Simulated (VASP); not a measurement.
# RbV2 (P6/mmm) in VASP: notebook

RbV2 is run at these levels: PBE; tasks: single point, relaxation of cell and atoms.

Everything below comes from runs of VASP 6.6.1. Logs are shortened: lines on timing, memory, paths and dates and some standing lists are left out, and cuts for length are marked.

### Step 1. The cell of the first run

The structure is hexagonal, space group P6/mmm (No. 191). Conventional cell: a = 3.925 Å, b = 3.925 Å, c = 6.503 Å, α = 90.00°, β = 90.00°, γ = 120.00°. Within 5.2 Å of Rb (site symmetry 6/mmm) lie 6 Rb at 3.93 Å and 12 V at 3.96 Å. Within 3.0 Å of V (site symmetry -6m2) lie 3 V at 2.27 Å.

### Step 2. Single point, PBE

The input, INCAR:

```
SYSTEM = RbV2
  PREC = Accurate
  ENCUT = 520
  EDIFF = 1E-6
  ISMEAR = 0
  SIGMA = 0.1
  LREAL = .False.
  LASPH = .True.
  NELM = 60
  ALGO = Fast
  ISIF = 2
  LWAVE = .False.
  LCHARG = .False.
  GGA = PE
  NBANDS = 24
```

The input, KPOINTS:

```
Automatic mesh
0
Gamma
  6 6 4
  0 0 0
```

The input, POSCAR:

```
RbV2
1.0
    3.9250572403      0.0000000000      0.0000000000
   -1.9625286202      3.3991992814      0.0000000000
    0.0000000000      0.0000000000      6.5028241558
Rb V
1 2
Direct
    0.0000000000      0.0000000000      0.0000000000
    0.3333333333      0.6666666667      0.5000000000
    0.6666666667      0.3333333333      0.5000000000
```

Potentials or basis: VASP PAW PBE potentials, release 64 (Rb_sv, V_sv).

Started as:

```
cat potpaw_PBE.64/Rb_sv/POTCAR potpaw_PBE.64/V_sv/POTCAR > POTCAR
mpirun -np 1 vasp_std > vasp.out
```

OUTCAR:

```text
SYSTEM = RbV2
   PREC = Accurate
   ENCUT = 520
   EDIFF = 1E-6
   ISMEAR = 0
   LREAL = .False.
   LASPH = .True.
   NELM = 60
   ISIF = 2
   GGA = PE

 ion  position               nearest neighbor table
   1  0.000  0.000  0.000-   2 3.96   3 3.96   2 3.96   3 3.96   3 3.96   3 3.96   2 3.96   2 3.96
                             3 3.96   3 3.96   2 3.96   2 3.96
   2  0.333  0.667  0.500-   3 2.27   3 2.27   3 2.27   1 3.96   1 3.96   1 3.96   1 3.96   1 3.96
                             1 3.96
   3  0.667  0.333  0.500-   2 2.27   2 2.27   2 2.27   1 3.96   1 3.96   1 3.96   1 3.96   1 3.96
                             1 3.96

  LATTYP: Found a hexagonal cell.
 ALAT       =     3.9250572403
 C/A-ratio  =     1.6567463244

  Lattice vectors:

 A1 = (   3.9250572403,   0.0000000000,   0.0000000000)
 A2 = (  -1.9625286202,   3.3991992814,   0.0000000000)
 A3 = (   0.0000000000,   0.0000000000,   6.5028241558)

Analysis of symmetry for initial positions (statically):
=====================================================================
 Subroutine PRICEL returns:
 Original cell was already a primitive cell.

 Routine SETGRP: Setting up the symmetry group for a
 hexagonal supercell.

 Subroutine GETGRP returns: Found 24 space group operations
 (whereof 24 operations were pure point group operations)
 out of a pool of 24 trial point group operations.

The static configuration has the point symmetry D_6h.

Analysis of symmetry for dynamics (positions and initial velocities):
=====================================================================
 Subroutine PRICEL returns:
 Original cell was already a primitive cell.

 Routine SETGRP: Setting up the symmetry group for a
 hexagonal supercell.

 Subroutine GETGRP returns: Found 24 space group operations
 (whereof 24 operations were pure point group operations)
 out of a pool of 24 trial point group operations.

The dynamic configuration has the point symmetry D_6h.

 Subroutine INISYM returns: Found 24 space group operations
 (whereof 24 operations are pure point group operations),
 and found     1 'primitive' translations

----------------------------------------------------------------------------------------

                                     Primitive cell

  volume of cell :      86.7610

  direct lattice vectors                    reciprocal lattice vectors
     3.925057240  0.000000000  0.000000000     0.254773355  0.147093465  0.000000000
    -1.962528620  3.399199281  0.000000000     0.000000000  0.294186930  0.000000000
     0.000000000  0.000000000  6.502824156     0.000000000  0.000000000  0.153779339

  length of vectors
     3.925057240  3.925057240  6.502824156     0.294186930  0.294186930  0.153779339

  position of ions in fractional coordinates (direct lattice)
     0.000000000  0.000000000  0.000000000
     0.333333333  0.666666667  0.500000000
     0.666666667  0.333333333  0.500000000

  ion indices of the primitive-cell ions
   primitive index   ion index
                 1           1
                 2           2
                 3           3

----------------------------------------------------------------------------------------

 KPOINTS: Automatic mesh

Automatic generation of k-mesh.
 Grid dimensions read from file:
 generate k-points for:    6    6    4

 Generating k-lattice:

  Cartesian coordinates                     Fractional coordinates (reciprocal lattice)
     0.042462226  0.024515577  0.000000000     0.166666667  0.000000000  0.000000000
     0.000000000  0.049031155  0.000000000     0.000000000  0.166666667  0.000000000
     0.000000000  0.000000000  0.038444835     0.000000000  0.000000000  0.250000000

  Length of vectors
     0.049031155  0.049031155  0.038444835

  Shift w.r.t. Gamma in fractional coordinates (k-lattice)
     0.000000000  0.000000000  0.000000000

 Subroutine IBZKPT returns following result:
 ===========================================

 Found     21 irreducible k-points:

 Following reciprocal coordinates:
            Coordinates               Weight
  0.000000  0.000000  0.000000      1.000000
  0.166667  0.000000  0.000000      6.000000
  0.333333  0.000000  0.000000      6.000000
  0.500000  0.000000  0.000000      3.000000
  0.166667  0.166667  0.000000      6.000000
  0.333333  0.166667  0.000000     12.000000
[... 13 lines left out ...]
  0.333333  0.166667  0.500000     12.000000
  0.333333  0.333333  0.500000      2.000000
   k-points           NKPTS =     21   k-points in BZ     NKDIM =     21   number of bands    NBANDS=     24
   number of dos      NEDOS =    301   number of ions     NIONS =      3
   total plane-waves  NPLWV =  43200
   dimension x,y,z NGX =    30 NGY =   30 NGZ =   48
   dimension x,y,z NGXF=    60 NGYF=   60 NGZF=   96
   ions per type =               1   2
   NGX,Y,Z   is equivalent  to a cutoff of  12.71, 12.71, 12.27 a.u.
   NGXF,Y,Z  is equivalent  to a cutoff of  25.41, 25.41, 24.54 a.u.
 SYSTEM =  RbV2
   PREC   = accura    normal or accurate (medium, high low for compatibility)
   ISTART =      0    job   : 0-new  1-cont  2-samecut
   ICHARG =      2    charge: 1-file 2-atom 10-const
   ISPIN  =      1    spin polarized calculation?
   LNONCOLLINEAR =      F non collinear calculations
   LSORBIT =      F    spin-orbit coupling
   LASPH  =      T    aspherical Exc in radial PAW
   ENCUT  =  520.0 eV  38.22 Ry    6.18 a.u.   7.30  7.30 12.09*2*pi/ulx,y,z
   NELM   =     60;   NELMIN=  2; NELMDL= -5     # of ELM steps
   EDIFF  = 0.1E-05   stopping-criterion for ELM
   LREAL  =      F    real-space projection
   EDIFFG = 0.1E-04   stopping-criterion for IOM
   NSW    =      0    number of steps for IOM
   IBRION =     -1    ionic relax: 0-MD 1-quasi-New 2-CG
   NFREE  =      0    steps in history (QN), initial steepest desc. (CG)
   ISIF   =      2    stress and relaxation
   ISYM   =      2    0-nonsym 1-usesym 2-fastsym
   POTIM  = 0.5000    time-step for ionic-motion
   TEBEG  =    0.0;   TEEND  =   0.0 temperature during run
   PSTRESS=    0.0 pullay stress
   NELECT =      35.0000    total number of electrons
   NUPDOWN=      -1.0000    fix difference up-down
   EMIN   =  10.00;   EMAX   =-10.00  energy-range for DOS
   EFERMI =   0.00;   METHOD = LEGACY
   ISMEAR =     0;   SIGMA  =   0.10  broadening in eV -4-tet -1-fermi 0-gaus
   EFERMI_NEDOS =   21; number of points for ismear=-14 and -15
   IALGO  =     68    algorithm
   IMIX   =      4    mixing-type and parameters
     AMIX     =   0.40;   BMIX     =  1.00
     AMIX_MAG =   1.60;   BMIX_MAG =  1.00
  volume/ion in A,a.u.               =      28.92       195.16
  Fermi-wavevector in a.u.,A,eV,Ry     =   1.209640  2.285887 19.908423  1.463228
  Thomas-Fermi vector in A             =   2.345211
   LORBIT       =      0    0 simple, 1 ext, 2 COOP (PROOUT), +10 PAW based schemes
   GGA     = PE    functional components
   LHFCALC =     F    Hartree Fock is set to
   AEXX    =    0.0000 exact exchange contribution
   IVDW    =     0    specifies the selected vdW correction
   LEPSILON=     F    determine dielectric tensor
   LRPA    =     F    only Hartree local field effects (RPA)
 non-spin polarized calculation
 RMM-DIIS sequential band-by-band and
 Gauss-broadening in eV      SIGMA  =   0.10
  energy-cutoff  :      520.00
  volume of cell :       86.76
 maximum number of plane-waves:      2370
 NGX is ok and might be reduce to    30
   NGX = 15   NGY = 15   NGZ = 25

 number of electron      34.9999983 magnetization

 Free energy of the ion-electron system (eV)
  ---------------------------------------------------
  ext. energy  EPLUGINS =         0.00000000
  ---------------------------------------------------
  free energy    TOTEN  =       -13.55046062 eV

  energy without entropy =      -13.51857904  energy(sigma->0) =      -13.53451983

 E-fermi :   3.1820     XC(G=0):  -8.8232

 val. band max:        3.1360207794   @ k =   0.1667   0.0000   0.2500
 cond. band min:       3.2079591527   @ k =   0.1667   0.1667   0.2500
 fundamental gap:      0.0719383733
 Fermi energy:         3.1819943429

 k-point     1 :       0.0000    0.0000    0.0000
  band No.  band energies     occupation
      1     -60.2838      2.00000
      2     -59.7635      2.00000
      3     -34.5361      2.00000
      4     -34.5361      2.00000
      5     -34.2009      2.00000
      6     -33.8388      2.00000
[... 16 lines left out ...]
     23       5.6455      0.00000
     24       5.6455      0.00000

 k-point     2 :       0.1667    0.0000    0.0000
  band No.  band energies     occupation
      1     -60.2539      2.00000
      2     -59.7952      2.00000
      3     -34.5661      2.00000
      4     -34.4790      2.00000
      5     -34.1797      2.00000
      6     -33.8604      2.00000
[... 16 lines left out ...]
     23       5.8009      0.00000
     24       5.8753      0.00000

 k-point     3 :       0.3333    0.0000    0.0000
  band No.  band energies     occupation
      1     -60.1765      2.00000
      2     -59.8763      2.00000
      3     -34.6216      2.00000
      4     -34.3422      2.00000
      5     -34.1249      2.00000
      6     -33.9159      2.00000
[... 16 lines left out ...]
     23       6.2013      0.00000
     24       6.2552      0.00000
[... 433 lines left out ...]
 k-point    20 :       0.3333    0.1667    0.5000
  band No.  band energies     occupation
      1     -60.1140      2.00000
      2     -59.9407      2.00000
      3     -34.6735      2.00000
      4     -34.1880      2.00000
      5     -34.0809      2.00000
      6     -33.9603      2.00000
[... 16 lines left out ...]
     23       6.2144      0.00000
     24       6.4101      0.00000

 k-point    21 :       0.3333    0.3333    0.5000
  band No.  band energies     occupation
      1     -60.0278      2.00000
      2     -60.0278      2.00000
      3     -34.7076      2.00000
      4     -34.0207      2.00000
      5     -34.0207      2.00000
      6     -33.9310      2.00000
[... 16 lines left out ...]
     23       6.0984      0.00000
     24       6.5885      0.00000

------------------------ aborting loop because EDIFF is reached ----------------------------------------

  FORCE on cell =-STRESS in cart. coord.  units (eV):
  Direction    XX          YY          ZZ          XY          YZ          ZX
  --------------------------------------------------------------------------------------
  -------------------------------------------------------------------------------------
  Total        0.1580740      0.1580740      0.0549835     -0.0000000      0.0000000      0.0000000
  in kB        2.9190826      2.9190826      1.0153567     -0.0000000      0.0000000      0.0000000
  external PRESSURE =       2.2845073 kB  Pullay stress =       0.0000000 kB

 VOLUME and BASIS-vectors are now :
 -----------------------------------------------------------------------------
  energy-cutoff  :      520.00
  volume of cell :       86.76
      direct lattice vectors                 reciprocal lattice vectors
     3.925057240  0.000000000  0.000000000     0.254773355  0.147093465  0.000000000
    -1.962528620  3.399199281  0.000000000     0.000000000  0.294186930  0.000000000
     0.000000000  0.000000000  6.502824156     0.000000000  0.000000000  0.153779339

 POSITION                                       TOTAL-FORCE (eV/Angst)
 -----------------------------------------------------------------------------------
      0.00000      0.00000      0.00000         0.000000      0.000000     -0.000000
     -0.00000      2.26613      3.25141        -0.000000      0.000000      0.000000
      1.96253      1.13307      3.25141         0.000000      0.000000     -0.000000
 -----------------------------------------------------------------------------------
    total drift:                                0.000000     -0.000000      0.000000

  FREE ENERGIE OF THE ION-ELECTRON SYSTEM (eV)
  ---------------------------------------------------
  free  energy   TOTEN  =       -13.5504606161 eV

  energy  without entropy=      -13.5185790430  energy(sigma->0) =      -13.53451983
```

It took 52 s on 1 thread of AMD EPYC 7R43 (Zen 3), shared host; peak memory 0.18 GiB.

What came out:

```yaml
Free_energy: -13.5505 eV
Pressure: 0.2 GPa
Band_gap_on_the_k_mesh: zero (an odd number of electrons rules out a gap without spin polarisation)
```

[end of part 1 of 2]
